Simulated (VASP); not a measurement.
Set up this calculation in VASP 6.6.1, as the native input.

* Task: single point
* Functional: PBEsol
* Potentials or basis: VASP PAW PBE potentials, release 64 (Ni)
* Cutoff: 520 eV
* k mesh: 18 × 18 × 18
* Occupations: fermi-dirac, width 0.1 eV
* Spin: no spin polarisation
* Dipole correction: no
* Further INCAR settings: ALGO = Normal; EDIFF = 1e-07; NBANDS = 11

The structure of Ni lies in POSCAR:

```
Ni
1.0
   -1.4114192293      1.4114192293      1.4114192293
    1.4114192293     -1.4114192293      1.4114192293
    1.4114192293      1.4114192293     -1.4114192293
Ni
1
Direct
    0.0000000000      0.0000000000      0.0000000000
```

This cell differs from its parent crystal: volume scaled by 1.08.

The input as run:

INCAR

```
PREC = Accurate ; ENCUT = 520
EDIFF = 1E-7 ; ISMEAR = -1
SIGMA = 0.1 ; LREAL = F
LASPH = T ; NELM = 60
ALGO = Normal ; ISIF = 2
LWAVE = F ; LCHARG = F
GGA = PS ; NBANDS = 11
```

KPOINTS

```
regular mesh
0
Gamma
  18 18 18
```

Potentials or basis: VASP PAW PBE potentials, release 64 (Ni).

Launch:

```bash
$ cat potpaw_PBE.64/Ni/POTCAR > POTCAR
$ mpirun -np 1 vasp_std > vasp.out
```

It gave:

```yaml
Pressure: -14.3 GPa
Band_gap_on_the_k_mesh: zero (band 5 reaches 8.89 eV, above the bottom of band 6 at 7.95 eV)
```

Caveat: the PAW data sets were made with another functional, which shifts forces and pressure a little; the run has no spin polarisation, though such a crystal can be magnetic.

It took 8.1 s on 1 thread of Intel(R) Xeon(R) 6975P-C (Granite Rapids), on a shared host, peak memory 0.13 GiB.
